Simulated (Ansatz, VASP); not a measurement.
One calculation of C, two programs

The input INCAR:

```
SYSTEM = C
  PREC = Accurate
  ENCUT = 600
  EDIFF = 1E-6
  ISMEAR = 0
  SIGMA = 0.02
  LREAL = .False.
  LASPH = .True.
  NELM = 60
  ALGO = Normal
  ISIF = 3
  LWAVE = .False.
  LCHARG = .False.
  GGA = PE
  IVDW = 12
  IBRION = 2
  NSW = 80
  EDIFFG = -0.001
```

File KPOINTS:

```
Automatic mesh
0
Gamma
  18 18 18
  0 0 0
```

Contents of POSCAR:

```
C
1.0
    0.0000000000      2.1341717714      3.3921351648
    1.2328129398      0.0000000000      3.3921351648
    1.2328129398      2.1341717714      0.0000000000
C
2
Direct
    0.1666996624      0.8333003376      0.1666996624
    0.8333003376      0.1666996624      0.8333003376
```

Input for Ansatz:

```yaml
crystal:
  lattice:
    - [0.0, 2.1341717714, 3.3921351648]
    - [1.2328129398, 0.0, 3.3921351648]
    - [1.2328129398, 2.1341717714, 0.0]
  atoms:
    - { symbol: C, position: [0.1666996624, 0.8333003376, 0.1666996624] }
    - { symbol: C, position: [0.8333003376, 0.1666996624, 0.8333003376] }
basis:
  ecutwfc: 420
kpoints:
  mp_grid: { grid: [18, 18, 18] }
hamiltonian:
  xc: pbe
  dispersion: d3bj
scf:
  occupations: { method: gaussian, width: 0.02 }
output:
  forces: true
  stress: true
  eigenvalues: true
relax:
  adjacent_minimum: "off"
  f_tol: 0.001
  max_steps: 60
  cell: { stress_tol: 0.01 }
```

Alike in both runs: task relaxation of cell and atoms; functional PBE; dispersion D3(BJ); k mesh 18 × 18 × 18; occupations gaussian, width 0.02 eV; no spin polarisation.

```csv
,VASP,Ansatz
version,VASP 6.6.1,Ansatz 0.2.0
potentials or method,"VASP PAW PBE potentials, release 64 (C), cutoff 600 eV","scalar-relativistic, plane waves, PAW"
valence electrons in the cell,8,8
```

```tsv
	VASP	Ansatz	Ansatz less VASP
gap on the k mesh at the Fermi level, each at its own relaxed structure (eV)	0.08	0.07	-0.004
relaxed volume (Å³/atom)	8.86	8.94	+0.077
relaxed length of the cell vector where the two differ most in proportion (Å)	3.585	3.613	+0.0280
```
